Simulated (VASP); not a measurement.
Wanted: the native input for a VASP 6.6.1 run.

```yaml
Task: relaxation of cell and atoms
Functional: PBE
Potentials_or_basis: VASP PAW PBE potentials, release 64 (Li_sv, F)
Cutoff: 600 eV
k_mesh: 10 × 10 × 10
Occupations: gaussian, width 0.02 eV
Spin: no spin polarisation
Dipole_correction: no
Further_INCAR_settings: ALGO = Normal; EDIFF = 1e-06; IBRION = 2; EDIFFG = -0.01; NSW = 100; ISIF = 3
```

The structure of LiF lies in POSCAR:

```
LiF
1.0
    0.0000000000      2.0356153832      2.0356153832
    2.0356153832      0.0000000000      2.0356153832
    2.0356153832      2.0356153832      0.0000000000
Li F
1 1
Direct
    0.5000000000      0.5000000000      0.5000000000
    0.0000000000      0.0000000000      0.0000000000
```

The cell was built from a structure type or drawn by symmetry, and may not be a known phase.

One way to write it, as run:

INCAR

```
ALGO     = Normal         # electronic algorithm
EDIFF    = 1E-6           # SCF threshold, eV
EDIFFG   = -0.01          # ionic threshold
ENCUT    = 600            # plane-wave cutoff, eV
GGA      = PE             # functional
IBRION   = 2              # ionic algorithm
ISIF     = 3              # what is computed and relaxed
ISMEAR   = 0              # smearing method
LASPH    = True           # aspherical terms in the spheres
LCHARG   = False          # write CHGCAR
LREAL    = False          # projectors in reciprocal space
LWAVE    = False          # write WAVECAR
NELM     = 60             # most SCF steps
NSW      = 100            # ionic steps
PREC     = Accurate       # precision mode
SIGMA    = 0.02           # smearing width, eV
```

KPOINTS

```
k-points
0
Gamma
  10 10 10
```

Potentials or basis: VASP PAW PBE potentials, release 64 (Li_sv, F).

Launch:

```sh
$ cat potpaw_PBE.64/Li_sv/POTCAR potpaw_PBE.64/F/POTCAR > POTCAR
$ mpirun -np 1 vasp_std > vasp.out
```

It gave:

| Quantity | Value |
| --- | --- |
| Relaxed volume | 8.32 Å³/atom |
| Relaxed cell | a = 2.865 Å, b = 2.865 Å, c = 2.865 Å, α = 60.00°, β = 60.00°, γ = 60.00° |
| Space group after relaxing (to 0.1 Å) | Fm-3m (No. 225) |
| Energy gained by relaxing | 0.3 meV/atom |
| Ionic steps | 3 |
| Pressure after relaxing | 0.0 GPa |
| Band gap on the k mesh | 8.93 eV |

Caveat: the cutoff is under 1.25 times the usual one of these potentials, so pressure, stress and relaxed cells hold a basis-set (Pulay) error.

Wall time 9.9 s on 1 thread of AMD EPYC 9R45 96-Core Processor (Zen 5) (shared host), peak memory 0.1 GiB.
